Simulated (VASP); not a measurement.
Pd:

```
CELL_PARAMETERS angstrom
0.00000 1.94650 1.94650
1.94650 0.00000 1.94650
1.94650 1.94650 0.00000
ATOMIC_POSITIONS crystal
Pd 0.00000 0.00000 0.00000
```

| Property | Result |
| --- | --- |
| Program | VASP 6.6.1 |
| Task | relaxation of cell and atoms |
| Functional | r2SCAN |
| Potentials or basis | VASP PAW PBE potentials, release 64 (Pd) |
| Cutoff | 600 eV |
| k mesh | 8 × 8 × 8 |
| Occupations | gaussian, width 0.02 eV |
| Spin | no spin polarisation |

At the start: pressure 3.7 GPa; volume 14.75 Å³/atom.

Where does the relaxation end?

Over 3 steps the energy falls by 3.1 meV/atom and the volume is 15.03 Å³/atom (+1.9 %); space group Fm-3m (No. 225, to 0.1 Å) before and after.

Step by step:
```tsv
step	energy change (eV)	largest force (eV/Å)	pressure (GPa)	volume (Å³)
1	0.0000	0.0000	3.66	14.75
2	0.0044	0.0000	-5.11	15.48
3	-0.0031	0.0000	0.04	15.03
```

Final structure:
```
Pd
1.0
     0.00000    1.95873    1.95873
     1.95873    0.00000    1.95873
     1.95873    1.95873    0.00000
Pd
1
Direct
  0.00000 0.00000 0.00000
```

Caveat: the PAW data sets were made with another functional, which shifts forces and pressure a little.
